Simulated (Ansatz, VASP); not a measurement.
# ZnO: VASP beside Ansatz

```
Zn O
1.0
     3.24980    0.00000    0.00000
    -1.62490    2.81441    0.00000
     0.00000    0.00000    5.20660
Zn O
2 2
Direct
  0.33333 0.66667 0.00000
  0.66667 0.33333 0.50000
  0.33333 0.66667 0.38000
  0.66667 0.33333 0.88000
```

Alike in both runs: task single point; functional LDA; k mesh 9 × 9 × 6; no spin polarisation.

|  | VASP | Ansatz |
| --- | --- | --- |
| version | VASP 6.6.1 | Ansatz 0.2.0 |
| potentials or method | VASP PAW LDA potentials, release 64 (Zn, O) | scalar-relativistic, plane waves, PAW |
| plane-wave cutoff (eV) | 520 | 420 |
| occupations | gaussian, width 0.01 eV | fixed |
| valence electrons in the cell | 36 | 36 |

```csv
,VASP,Ansatz,Ansatz less VASP
gap on the k mesh at the Fermi level (eV),0.74,0.73,-0.007
least direct gap on the mesh (eV),0.74,0.73,-0.007
```

LDA's correlation is that of Perdew and Zunger in VASP and of Perdew and Wang (1992) in Ansatz.
